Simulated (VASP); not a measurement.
Crystal: GaN.

```xyz
2
Lattice="0.0000 2.2742 2.2742 2.2742 0.0000 2.2742 2.2742 2.2742 0.0000" Properties=species:S:1:pos:R:3 pbc="T T T"
Ga    0.0000    0.0000    0.0000
N     3.4113    3.4113    3.4113
```

Base run:

- Program: VASP 6.6.1
- Functional: PBE
- Potentials or basis: VASP PAW PBE potentials, release 64 (Ga_d, N)
- Cutoff: 520 eV
- k mesh: 10 × 10 × 10
- Occupations: gaussian, width 0.02 eV
- Spin: no spin polarisation

Its results: band gap on the k mesh 1.55 eV, direct; pressure 0.1 GPa.

Question: The run is repeated on the same cell with these changes: functional from PBE to LDA; potentials or basis from VASP PAW PBE potentials, release 64 (Ga_d, N) to VASP PAW LDA potentials, release 64 (Ga_d, N). What comes out?

Answer: Band gap on the k mesh 1.57 eV, direct; pressure -10.1 GPa.

